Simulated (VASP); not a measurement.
Here is a VASP 6.6.1 calculation.

The input INCAR:

```
PREC = Accurate
ENCUT = 500
EDIFF = 1E-6
ISMEAR = 0
SIGMA = 0.02
LREAL = False
LASPH = True
NELM = 200
ALGO = Normal
ISIF = 2
LWAVE = False
LCHARG = False
MAGMOM = 0 0 0 0 0 0 0 0 0 0 0 0
LORBIT = 11
LSORBIT = True
GGA_COMPAT = False
LORBMOM = True
GGA = PE
NBANDS = 30
```

Contents of KPOINTS:

```
regular mesh
0
Gamma
  8 6 8
```

The input POSCAR:

```
AlP
1.0
    3.8942773809      0.0000000000      0.0000000000
    0.0000000000      5.5073398878      0.0000000000
    0.0000000000      0.0000000000      3.8942773809
Al P
2 2
Direct
    0.0000000000      0.0000000000      0.0000000000
    0.5000000000      0.5000000000      0.5000000000
    0.0000000000      0.2500000000      0.5000000000
    0.5000000000      0.7500000000      0.0000000000
```

Potentials or basis: VASP PAW PBE potentials, release 64 (Al, P).

Launch:

```sh
$ cat potpaw_PBE.64/Al/POTCAR potpaw_PBE.64/P/POTCAR > POTCAR
$ mpirun -np 1 vasp_ncl > vasp.out
```

Question: Predict the net moment.

Answer: 0.00 μB per cell.

Question: What does it give for the pressure?

Answer: -0.1 GPa.

Moments on the atoms (μB; x, y, z):
```
Al  0.00 0.00 0.00
Al  0.00 0.00 0.00
P   0.00 0.00 0.00
P   0.00 0.00 0.00
```
